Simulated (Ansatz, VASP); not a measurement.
**TiO2 in VASP and in Ansatz**

INCAR

```
SYSTEM = TiO2
PREC = Accurate
ENCUT = 520
EDIFF = 1E-6
ISMEAR = 0
SIGMA = 0.05
LREAL = .False.
LASPH = .True.
NELM = 150
ALGO = Normal
ISIF = 2
LWAVE = .False.
LCHARG = .True.
LMAXMIX = 4
LDAU = .True.
LDAUTYPE = 2
LDAUL = 2 -1
LDAUU = 4 0
LDAUJ = 0 0
LDAUPRINT = 1
GGA = PE
LELF = .True.
LVHAR = .True.
NBANDS = 33
```

File KPOINTS:

```
Automatic mesh
0
Gamma
  6 6 6
  0 0 0
```

Contents of POSCAR:

```
TiO2
1.0
    2.6553285366     -2.6554023247     -0.0198141649
    2.6553285366      2.6554023247     -0.0198141649
   -2.6193061034      0.0000000000      4.8299503602
Ti O
2 4
Direct
    0.1250069486      0.8749930514      0.2500000000
    0.8749930514      0.1250069486      0.7500000000
    0.3148847788      0.0649080541      0.6297792795
    0.6851152212      0.9350919459      0.3702207205
    0.9350919459      0.6851152212      0.8702207205
    0.0649080541      0.3148847788      0.1297792795
```

Input for Ansatz:

```yaml
crystal:
  lattice:
    - [2.6553285366, -2.6554023247, -0.0198141649]
    - [2.6553285366, 2.6554023247, -0.0198141649]
    - [-2.6193061034, 0.0, 4.8299503602]
  atoms:
    - { symbol: Ti, position: [0.1250069486, 0.8749930514, 0.25] }
    - { symbol: Ti, position: [0.8749930514, 0.1250069486, 0.75] }
    - { symbol: O, position: [0.3148847788, 0.0649080541, 0.6297792795] }
    - { symbol: O, position: [0.6851152212, 0.9350919459, 0.3702207205] }
    - { symbol: O, position: [0.9350919459, 0.6851152212, 0.8702207205] }
    - { symbol: O, position: [0.0649080541, 0.3148847788, 0.1297792795] }
basis:
  ecutwfc: 520.0
kpoints:
  mp_grid: { grid: [6, 6, 6] }
hamiltonian:
  xc: pbe
  pseudopotentials: { kind: paw, azcp: { folder: soft_1 } }
  hubbard: { sites: [{ species: Ti, l: d, u_eff: 4.0 }] }
scf:
  occupations: { method: gaussian, width: 0.05 }
output:
  forces: true
  stress: true
  eigenvalues: true
  write_density: true
  write_potential: true
  elf: true
  volumetric_format: npy
```

Alike in both runs: task single point; functional PBE; k mesh 6 × 6 × 6; occupations gaussian, width 0.05 eV; no spin polarisation; Hubbard terms Ti d U = 4.0 eV.

|  | VASP | Ansatz |
| --- | --- | --- |
| version | VASP 6.6.1 | Ansatz 0.2.0 |
| potentials or method | VASP PAW PBE potentials, release 64 (Ti_sv, O), cutoff 520 eV | scalar-relativistic, plane waves, PAW |
| valence electrons in the cell | 48 | 48 |

Ansatz gave:

* gap on the k mesh at the Fermi level (eV): 2.90
* least direct gap on the mesh (eV): 3.13
* rms of the force components (eV/Å): 1.880

Which values does VASP return?

gap on the k mesh at the Fermi level (eV): 2.87; least direct gap on the mesh (eV): 3.11; rms of the force components (eV/Å): 2.021.

The programs project onto different local orbitals, so the same U acts differently, and such runs can settle in different states. Atom by atom the forces differ by 0.141 eV/Å (rms over components).
